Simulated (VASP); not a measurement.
# InP (P4_322) in VASP: notebook

InP is run at these levels: PBE; tasks: single point, relaxation of cell and atoms.

Everything below comes from runs of VASP 6.6.1. Logs are shortened: lines on timing, memory, paths and dates and some standing lists are left out, and cuts for length are marked.

## 1. The cell of the first run

The structure is tetragonal, space group P4_322 (No. 95). Conventional cell: a = 4.497 Å, b = 4.497 Å, c = 8.969 Å, α = 90.00°, β = 90.00°, γ = 90.00°. In (site symmetry 2) has 4 P at 2.35 to 2.57 Å within 3.1 Å. Within 3.1 Å of P (site symmetry 2) lie 4 In at 2.35 to 2.57 Å.

The cell was built from a structure type or drawn by symmetry, and may not be a known phase.

## 2. Single point, PBE

Input file INCAR:

```
PREC = Accurate
ENCUT = 520
EDIFF = 1E-7
ISMEAR = 0
SIGMA = 0.1
LREAL = False
LASPH = True
NELM = 80
ALGO = Normal
ISIF = 2
LWAVE = False
LCHARG = False
GGA = PE
NBANDS = 46
```

Input file KPOINTS:

```
Automatic mesh
0
Gamma
  4 4 2
```

Input file POSCAR:

```
InP
1.0
    4.4970357200      0.0000000000      0.0000000000
    0.0000000000      4.4970357200      0.0000000000
    0.0000000000      0.0000000000      8.9693734600
In P
4 4
Direct
    0.1113820100      0.5000000000      0.2500000000
    0.5000000000      0.8886179900      0.5000000000
    0.5000000000      0.1113820100      0.0000000000
    0.8886179900      0.5000000000      0.7500000000
    0.0000000000      0.6113820100      0.5000000000
    0.3886179900      0.0000000000      0.2500000000
    0.6113820100      0.0000000000      0.7500000000
    0.0000000000      0.3886179900      0.0000000000
```

Potentials or basis: VASP PAW PBE potentials, release 64 (In_d, P).

The run is started by

```bash
> cat potpaw_PBE.64/In_d/POTCAR potpaw_PBE.64/P/POTCAR > POTCAR
> mpirun -np 1 vasp_std > vasp.out
```

OUTCAR:

```text
PREC = Accurate
   ENCUT = 520
   EDIFF = 1E-7
   ISMEAR = 0
   LREAL = False
   LASPH = True
   NELM = 80
   ISIF = 2
   GGA = PE

 ion  position               nearest neighbor table
   1  0.111  0.500  0.250-   5 2.35   8 2.35   6 2.57   6 2.57   2 3.34   3 3.34   2 3.95   3 3.95
                             2 3.95   3 3.95
   2  0.500  0.889  0.500-   6 2.35   7 2.35   5 2.57   5 2.57   1 3.34   4 3.34   1 3.95   1 3.95
                             4 3.95   4 3.95
   3  0.500  0.111  0.000-   6 2.35   7 2.35   8 2.57   8 2.57   1 3.34   4 3.34   1 3.95   4 3.95
                             4 3.95   1 3.95
   4  0.889  0.500  0.750-   5 2.35   8 2.35   7 2.57   7 2.57   2 3.34   3 3.34   2 3.95   3 3.95
                             2 3.95   3 3.95
   5  0.000  0.611  0.500-   1 2.35   4 2.35   2 2.57   2 2.57
   6  0.389  0.000  0.250-   2 2.35   3 2.35   1 2.57   1 2.57
   7  0.611  0.000  0.750-   2 2.35   3 2.35   4 2.57   4 2.57
   8  0.000  0.389  0.000-   1 2.35   4 2.35   3 2.57   3 2.57

  LATTYP: Found a simple tetragonal cell.
 ALAT       =     4.4970357200
 C/A-ratio  =     1.9945079422

  Lattice vectors:

 A1 = (   4.4970357200,   0.0000000000,   0.0000000000)
 A2 = (   0.0000000000,   4.4970357200,   0.0000000000)
 A3 = (   0.0000000000,   0.0000000000,   8.9693734600)

Analysis of symmetry for initial positions (statically):
=====================================================================
 Subroutine PRICEL returns:
 Original cell was already a primitive cell.

 Routine SETGRP: Setting up the symmetry group for a
 simple tetragonal supercell.

 Subroutine GETGRP returns: Found  8 space group operations
 (whereof  2 operations were pure point group operations)
 out of a pool of 16 trial point group operations.

The static configuration has the point symmetry C_2 .
 The point group associated with its full space group is D_4 .

Analysis of symmetry for dynamics (positions and initial velocities):
=====================================================================
 Subroutine PRICEL returns:
 Original cell was already a primitive cell.

 Routine SETGRP: Setting up the symmetry group for a
 simple tetragonal supercell.

 Subroutine GETGRP returns: Found  8 space group operations
 (whereof  2 operations were pure point group operations)
 out of a pool of 16 trial point group operations.

The dynamic configuration has the point symmetry C_2 .
 The point group associated with its full space group is D_4 .

 Subroutine INISYM returns: Found  8 space group operations
 (whereof  2 operations are pure point group operations),
 and found     1 'primitive' translations

----------------------------------------------------------------------------------------

                                     Primitive cell

  volume of cell :     181.3906

  direct lattice vectors                    reciprocal lattice vectors
     4.497035720  0.000000000  0.000000000     0.222368703  0.000000000  0.000000000
     0.000000000  4.497035720  0.000000000     0.000000000  0.222368703  0.000000000
     0.000000000  0.000000000  8.969373460     0.000000000  0.000000000  0.111490508

  length of vectors
     4.497035720  4.497035720  8.969373460     0.222368703  0.222368703  0.111490508

  position of ions in fractional coordinates (direct lattice)
     0.111382010  0.500000000  0.250000000
     0.500000000  0.888617990  0.500000000
     0.500000000  0.111382010  0.000000000
     0.888617990  0.500000000  0.750000000
     0.000000000  0.611382010  0.500000000
     0.388617990  0.000000000  0.250000000
     0.611382010  0.000000000  0.750000000
     0.000000000  0.388617990  0.000000000

  ion indices of the primitive-cell ions
   primitive index   ion index
                 1           1
                 2           2
                 3           3
                 4           4
                 5           5
                 6           6
                 7           7
                 8           8

----------------------------------------------------------------------------------------

 KPOINTS: Automatic mesh

Automatic generation of k-mesh.
 Grid dimensions read from file:
 generate k-points for:    4    4    2

 Generating k-lattice:

  Cartesian coordinates                     Fractional coordinates (reciprocal lattice)
     0.055592176  0.000000000  0.000000000     0.250000000  0.000000000  0.000000000
     0.000000000  0.055592176  0.000000000     0.000000000  0.250000000  0.000000000
     0.000000000  0.000000000  0.055745254     0.000000000  0.000000000  0.500000000

  Length of vectors
     0.055592176  0.055592176  0.055745254

  Shift w.r.t. Gamma in fractional coordinates (k-lattice)
     0.000000000  0.000000000  0.000000000

 Subroutine IBZKPT returns following result:
 ===========================================

 Found     12 irreducible k-points:

 Following reciprocal coordinates:
            Coordinates               Weight
  0.000000  0.000000  0.000000      1.000000
  0.250000  0.000000  0.000000      4.000000
  0.500000  0.000000  0.000000      2.000000
  0.250000  0.250000  0.000000      4.000000
  0.500000  0.250000  0.000000      4.000000
  0.500000  0.500000  0.000000      1.000000
  0.000000  0.000000  0.500000      1.000000
  0.250000  0.000000  0.500000      4.000000
  0.500000  0.000000  0.500000      2.000000
  0.250000  0.250000  0.500000      4.000000
  0.500000  0.250000  0.500000      4.000000
  0.500000  0.500000  0.500000      1.000000
   k-points           NKPTS =     12   k-points in BZ     NKDIM =     12   number of bands    NBANDS=     46
   number of dos      NEDOS =    301   number of ions     NIONS =      8
   total plane-waves  NPLWV =  90720
   dimension x,y,z NGX =    36 NGY =   36 NGZ =   70
   dimension x,y,z NGXF=    72 NGYF=   72 NGZF=  140
   ions per type =               4   4
   NGX,Y,Z   is equivalent  to a cutoff of  13.31, 13.31, 12.97 a.u.
   NGXF,Y,Z  is equivalent  to a cutoff of  26.62, 26.62, 25.95 a.u.
 SYSTEM =  unknown system
   PREC   = accura    normal or accurate (medium, high low for compatibility)
   ISTART =      0    job   : 0-new  1-cont  2-samecut
   ICHARG =      2    charge: 1-file 2-atom 10-const
   ISPIN  =      1    spin polarized calculation?
   LNONCOLLINEAR =      F non collinear calculations
   LSORBIT =      F    spin-orbit coupling
   LASPH  =      T    aspherical Exc in radial PAW
   ENCUT  =  520.0 eV  38.22 Ry    6.18 a.u.   8.36  8.36 16.68*2*pi/ulx,y,z
   NELM   =     80;   NELMIN=  2; NELMDL= -5     # of ELM steps
   EDIFF  = 0.1E-06   stopping-criterion for ELM
   LREAL  =      F    real-space projection
   EDIFFG = 0.1E-05   stopping-criterion for IOM
   NSW    =      0    number of steps for IOM
   IBRION =     -1    ionic relax: 0-MD 1-quasi-New 2-CG
   NFREE  =      0    steps in history (QN), initial steepest desc. (CG)
   ISIF   =      2    stress and relaxation
   ISYM   =      2    0-nonsym 1-usesym 2-fastsym
   POTIM  = 0.5000    time-step for ionic-motion
   TEBEG  =    0.0;   TEEND  =   0.0 temperature during run
   PSTRESS=    0.0 pullay stress
   NELECT =      72.0000    total number of electrons
   NUPDOWN=      -1.0000    fix difference up-down
   EMIN   =  10.00;   EMAX   =-10.00  energy-range for DOS
   EFERMI =   0.00;   METHOD = LEGACY
   ISMEAR =     0;   SIGMA  =   0.10  broadening in eV -4-tet -1-fermi 0-gaus
   EFERMI_NEDOS =   21; number of points for ismear=-14 and -15
   IALGO  =     38    algorithm
   IMIX   =      4    mixing-type and parameters
     AMIX     =   0.40;   BMIX     =  1.00
     AMIX_MAG =   1.60;   BMIX_MAG =  1.00
  volume/ion in A,a.u.               =      22.67       153.01
  Fermi-wavevector in a.u.,A,eV,Ry     =   1.203134  2.273594 19.694867  1.447532
  Thomas-Fermi vector in A             =   2.338896
   LORBIT       =      0    0 simple, 1 ext, 2 COOP (PROOUT), +10 PAW based schemes
   GGA     = PE    functional components
   LHFCALC =     F    Hartree Fock is set to
   AEXX    =    0.0000 exact exchange contribution
   IVDW    =     0    specifies the selected vdW correction
   LEPSILON=     F    determine dielectric tensor
   LRPA    =     F    only Hartree local field effects (RPA)
 non-spin polarized calculation
 Gauss-broadening in eV      SIGMA  =   0.10
  energy-cutoff  :      520.00
  volume of cell :      181.39
 maximum number of plane-waves:      4904
 NGX is ok and might be reduce to    36
   NGX = 17   NGY = 17   NGZ = 33

 number of electron      72.0000020 magnetization

 Free energy of the ion-electron system (eV)
  ---------------------------------------------------
  ext. energy  EPLUGINS =         0.00000000
  ---------------------------------------------------
  free energy    TOTEN  =       -28.62965423 eV

  energy without entropy =      -28.62958999  energy(sigma->0) =      -28.62962211

 E-fermi :   6.6872     XC(G=0):  -9.7867

 val. band max:        6.4541206588   @ k =   0.2500   0.2500   0.0000
 cond. band min:       6.9052283067   @ k =   0.5000   0.0000   0.0000
 fundamental gap:      0.4511076479
 Fermi energy:         6.6872340555

 k-point     1 :       0.0000    0.0000    0.0000
  band No.  band energies     occupation
      1      -8.7941      2.00000
      2      -8.6208      2.00000
      3      -8.4840      2.00000
      4      -8.4840      2.00000
      5      -8.3277      2.00000
      6      -8.2160      2.00000
[... 38 lines left out ...]
     45      11.6474      0.00000
     46      12.4706      0.00000

 k-point     2 :       0.2500    0.0000    0.0000
  band No.  band energies     occupation
      1      -8.7773      2.00000
      2      -8.6629      2.00000
      3      -8.4678      2.00000
      4      -8.4552      2.00000
      5      -8.3237      2.00000
      6      -8.2342      2.00000
[... 482 lines left out ...]
 k-point    12 :       0.5000    0.5000    0.5000
  band No.  band energies     occupation
      1      -8.6430      2.00000
      2      -8.6430      2.00000
      3      -8.5949      2.00000
      4      -8.5949      2.00000
      5      -8.2804      2.00000
      6      -8.2804      2.00000
[... 38 lines left out ...]
     45      13.1338      0.00000
     46      13.1338      0.00000

------------------------ aborting loop because EDIFF is reached ----------------------------------------

  FORCE on cell =-STRESS in cart. coord.  units (eV):
  Direction    XX          YY          ZZ          XY          YZ          ZX
  --------------------------------------------------------------------------------------
  -------------------------------------------------------------------------------------
  Total        9.2648881      9.2648881     37.7071483      0.0000000      0.0000000      0.0000000
  in kB       81.8344148     81.8344148    333.0577083      0.0000000      0.0000000      0.0000000
  external PRESSURE =     165.5755127 kB  Pullay stress =       0.0000000 kB

 VOLUME and BASIS-vectors are now :
 -----------------------------------------------------------------------------
  energy-cutoff  :      520.00
  volume of cell :      181.39
      direct lattice vectors                 reciprocal lattice vectors
     4.497035720  0.000000000  0.000000000     0.222368703  0.000000000  0.000000000
     0.000000000  4.497035720  0.000000000     0.000000000  0.222368703  0.000000000
     0.000000000  0.000000000  8.969373460     0.000000000  0.000000000  0.111490508

 POSITION                                       TOTAL-FORCE (eV/Angst)
 -----------------------------------------------------------------------------------
      0.50089      2.24852      2.24234         0.034473      0.000000      0.000000
      2.24852      3.99615      4.48469         0.000000     -0.034473      0.000000
      2.24852      0.50089      0.00000         0.000000      0.034473     -0.000000
      3.99615      2.24852      6.72703        -0.034473      0.000000     -0.000000
      0.00000      2.74941      4.48469         0.000000      0.283056     -0.000000
      1.74763      0.00000      2.24234        -0.283056      0.000000     -0.000000
      2.74941      0.00000      6.72703         0.283056      0.000000     -0.000000
      0.00000      1.74763      0.00000         0.000000     -0.283056     -0.000000
 -----------------------------------------------------------------------------------
    total drift:                               -0.000000      0.000000      0.000000

  FREE ENERGIE OF THE ION-ELECTRON SYSTEM (eV)
  ---------------------------------------------------
  free  energy   TOTEN  =       -28.6296542316 eV

  energy  without entropy=      -28.6295899868  energy(sigma->0) =      -28.62962211
```

Run time: 3.9 min. Hardware: 1 thread of Intel Xeon 8259CL, shared host; peak memory 0.32 GiB.

What came out:

| Item | Value |
| --- | --- |
| Free energy | -28.6297 eV |
| Pressure | 16.6 GPa |
| Largest force | 0.283 eV/Å |
| Band gap on the k mesh | 0.45 eV (least direct gap 0.60 eV) |

Forces on the atoms (eV/Å):
```
In   0.034  0.000  0.000
In   0.000 -0.034  0.000
In   0.000  0.034  0.000
In  -0.034  0.000  0.000
P    0.000  0.283  0.000
P   -0.283  0.000  0.000
P    0.283  0.000  0.000
P    0.000 -0.283  0.000
```

Stress tensor (GPa, compression positive):
```
 8.18  0.00  0.00
 0.00  8.18  0.00
 0.00  0.00 33.31
```

Levels at points of the mesh, in eV from the valence-band top:
| k point | band 34 | band 35 | band 36 | band 37 | band 38 | band 39 |
| --- | --- | --- | --- | --- | --- | --- |
| (0.00, 0.00, 0.00) | -1.04 | -0.07 | -0.07 | 0.54 | 0.79 | 1.35 |
| (0.50, 0.00, 0.00) | -1.08 | -0.69 | -0.22 | 0.45 | 0.85 | 2.43 |
| (0.50, 0.50, 0.00) | -1.77 | -0.45 | -0.20 | 0.53 | 0.53 | 3.40 |
| (0.00, 0.00, 0.50) | -1.64 | -0.47 | -0.47 | 1.58 | 1.58 | 1.70 |
| (0.50, 0.00, 0.50) | -1.45 | -0.57 | -0.57 | 1.39 | 1.39 | 2.64 |
| (0.50, 0.50, 0.50) | -1.95 | -1.68 | -1.68 | 2.65 | 2.65 | 2.99 |

Caveat: the cell stands under pressure; spin-orbit coupling is left out, which moves the levels of the heavy elements.

## 3. Relaxation of cell and atoms, PBE

Input file INCAR:

```
  PREC = Accurate
  ENCUT = 600
  EDIFF = 1E-6
  ISMEAR = 0
  SIGMA = 0.1
  LREAL = False
  LASPH = True
  NELM = 80
  ALGO = Normal
  ISIF = 3
  LWAVE = False
  LCHARG = False
  GGA = PE
  IBRION = 2
  NSW = 90
  EDIFFG = -0.04
```

KPOINTS is that of step 2.

POSCAR is that of step 2.

Potentials or basis: VASP PAW PBE potentials, release 64 (In_d, P).

The run is started by

```bash
> cat potpaw_PBE.64/In_d/POTCAR potpaw_PBE.64/P/POTCAR > POTCAR
> mpirun -np 1 vasp_std > vasp.out
```

It took 60 min on 1 thread of Intel Xeon 8259CL, shared host; peak memory 0.37 GiB.

The run converged. Its results:

```
Free energy                           : -31.2463 eV
Relaxed volume                        : 21.31 Å³/atom
Relaxed cell                          : a = 3.980 Å, b = 3.980 Å, c = 10.762 Å, α = 90.00°, β = 90.00°, γ = 90.00°
Space group after relaxing (to 0.1 Å) : P4_322 (No. 95)
Energy gained by relaxing             : 327.0 meV/atom
Ionic steps                           : 30
Pressure after relaxing               : -0.1 GPa
Largest force after relaxing          : 0.016 eV/Å
Band gap on the k mesh                : zero (bands 36 and 37 overlap by 2.24 eV)
```

Forces on the atoms (eV/Å):
```
In   0.016  0.000  0.000
In   0.000 -0.016  0.000
In   0.000  0.016  0.000
In  -0.016  0.000  0.000
P    0.000 -0.011  0.000
P    0.011  0.000  0.000
P   -0.011  0.000  0.000
P    0.000  0.011  0.000
```

Stress tensor (GPa, compression positive):
```
-0.25  0.00  0.00
 0.00 -0.25  0.00
 0.00  0.00  0.17
```

The path:
| step | energy change (eV) | largest force (eV/Å) | pressure (GPa) | volume (Å³) |
| --- | --- | --- | --- | --- |
| 1 | 0.0000 | 0.2831 | 16.65 | 181.39 |
| 2 | -1.1827 | 0.0429 | -5.97 | 248.62 |
| 3 | -2.1054 | 0.1632 | -0.38 | 215.36 |
| 4 | -2.1048 | 0.1622 | -0.56 | 216.07 |
| 5 | -2.1241 | 0.1918 | -0.42 | 214.32 |
| 6 | -2.1602 | 0.2892 | 0.13 | 209.06 |
| 7 | -2.1632 | 0.3616 | 0.43 | 206.64 |
| 8 | -2.1737 | 0.3494 | 0.39 | 206.14 |
| 9 | -2.2020 | 0.3134 | 0.27 | 204.65 |
| 10 | -2.2439 | 0.2453 | 0.00 | 201.66 |
| 11 | -2.2933 | 0.1865 | -0.60 | 195.63 |
| 12 | -2.3864 | 0.2710 | -1.61 | 183.41 |
| 13 | -1.6853 | 1.0291 | 8.78 | 158.56 |
| 14 | -2.3553 | 0.3699 | -0.94 | 181.78 |
| 15 | -2.4784 | 0.3000 | 0.39 | 170.21 |
| 16 | -2.3913 | 0.0723 | 3.03 | 164.39 |
| 17 | -2.4796 | 0.2779 | 0.70 | 169.28 |
| 18 | -2.5873 | 0.0366 | -1.46 | 173.64 |
| 19 | -2.5877 | 0.0423 | -1.61 | 174.08 |
| 20 | -2.4357 | 0.0578 | 3.85 | 164.49 |
| 21 | -2.6087 | 0.0511 | -0.50 | 171.54 |
| 22 | -2.6088 | 0.0521 | -0.41 | 171.39 |
| 23 | -2.6106 | 0.0558 | 0.27 | 169.57 |
| 24 | -2.6117 | 0.0556 | -0.01 | 170.27 |
| 25 | -2.6131 | 0.0470 | 0.17 | 169.88 |
| 26 | -2.6136 | 0.0389 | 0.35 | 169.50 |
| 27 | -2.6142 | 0.0354 | 0.29 | 169.62 |
| 28 | -2.6154 | 0.0259 | 0.13 | 169.98 |
| 29 | -2.6158 | 0.0144 | -0.18 | 170.70 |
| 30 | -2.6160 | 0.0157 | -0.11 | 170.47 |

Final structure:
```cif
data_structure
_symmetry_space_group_name_H-M 'P 1'
_symmetry_Int_Tables_number 1
_cell_length_a 3.9799
_cell_length_b 3.9799
_cell_length_c 10.7623
_cell_angle_alpha 90.000
_cell_angle_beta 90.000
_cell_angle_gamma 90.000
_cell_volume 170.47
loop_
_atom_site_label
_atom_site_type_symbol
_atom_site_fract_x
_atom_site_fract_y
_atom_site_fract_z
_atom_site_occupancy
In1 In 0.99045 0.50000 0.25000 1
In2 In 0.50000 0.00955 0.50000 1
In3 In 0.50000 0.99045 0.00000 1
In4 In 0.00955 0.50000 0.75000 1
P1 P 0.00000 0.51018 0.50000 1
P2 P 0.48982 0.00000 0.25000 1
P3 P 0.51018 0.00000 0.75000 1
P4 P 0.00000 0.48982 0.00000 1
```

Levels at points of the mesh, in eV from the Fermi level:
```csv
k point,band 32,band 33,band 34,band 35,band 36,band 37,band 38,band 39,band 40,band 41
"(0.00, 0.00, 0.00)",-1.52,-1.51,-1.51,-0.64,-0.22,-0.22,0.40,1.34,1.34,3.60
"(0.50, 0.00, 0.00)",-0.38,-0.04,-0.04,0.15,0.15,1.86,1.86,2.30,2.31,3.09
"(0.50, 0.50, 0.00)",-3.85,-2.61,-2.61,-2.48,-2.48,-2.09,-2.09,2.70,2.73,3.80
"(0.00, 0.00, 0.50)",-2.19,-1.69,-1.69,-0.64,-0.64,-0.63,-0.63,2.48,2.48,3.87
"(0.50, 0.00, 0.50)",-1.40,-0.25,-0.25,-0.21,-0.21,2.22,2.22,2.24,2.24,3.61
"(0.50, 0.50, 0.50)",-4.37,-2.72,-2.72,-2.72,-2.72,0.16,0.16,0.16,0.16,4.74
```

Caveat: a cell axis changed by over 15 % at a fixed basis, so the end point is rough; spin-orbit coupling is left out, which moves the levels of the heavy elements.
